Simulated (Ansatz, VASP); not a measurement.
## MoS2: VASP beside Ansatz

```
Mo S
1.0
     3.31587    0.00000    0.00000
    -1.65794    2.87163    0.00000
     0.00000    0.00000    6.72377
Mo S
1 2
Cartesian
  0.0000 0.0000 0.0000
  0.0000 1.9144 1.5131
  0.0000 1.9144 5.2107
```

Change from the starting cell: epitaxial_xy strain +4.6%.

Alike in both runs: task single point; functional PBE; k mesh 12 × 12 × 4; occupations fermi-dirac, width 0.02 eV; no spin polarisation.

```csv
,VASP,Ansatz
version,VASP 6.6.1,Ansatz 0.2.0
potentials or method,"VASP PAW PBE potentials, release 64 (Mo_sv, S)","plane waves, PAW"
plane-wave cutoff (eV),520,420
valence electrons in the cell,26,26
```

|  | VASP | Ansatz | Ansatz less VASP |
| --- | --- | --- | --- |
| pressure (GPa) | -4.7 | -4.6 | +0.10 |
| traceless stress, the component that is largest in VASP (GPa) | 6.82 | 6.85 | +0.029 |
| rms of the force components (eV/Å) | 0.042 | 0.047 | +0.0050 |

Atom by atom the forces differ by 0.005 eV/Å (rms over components).
